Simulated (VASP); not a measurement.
A run of VASP 6.6.1:

INCAR

```
ALGO = Normal
EDIFF = 1E-6
ENCUT = 520
GGA = PE
ISIF = 2
ISMEAR = 0
LASPH = True
LCHARG = False
LREAL = False
LWAVE = False
NBANDS = 15
NELM = 60
PREC = Accurate
SIGMA = 0.1
```

Contents of KPOINTS:

```
k-points
0
Gamma
  6 6 4
```

File POSCAR:

```
KI
1.0
    4.6436703514      0.0000000000      0.0000000000
   -2.3218351757      4.0215364912      0.0000000000
    0.0000000000      0.0000000000      4.5291973523
K I
1 1
Direct
    0.0000000000      0.0000000000      0.0000000000
    0.6666666667      0.3333333333      0.5000000000
```

Potentials or basis: VASP PAW PBE potentials, release 64 (K_sv, I).

Run with:

```console
$ cat potpaw_PBE.64/K_sv/POTCAR potpaw_PBE.64/I/POTCAR > POTCAR
$ mpirun -np 1 vasp_std > vasp.out
```

Hardware: 1 thread of Intel(R) Xeon(R) Platinum 8375C CPU @ 2.90GHz (Ice Lake) (shared host).

Task: How long does it take, and how much memory?

Result: Wall time 26 s on 1 thread of Intel(R) Xeon(R) Platinum 8375C CPU @ 2.90GHz (Ice Lake), on a shared host, peak memory 0.21 GiB. Counts: scf iterations 14, k points 21.
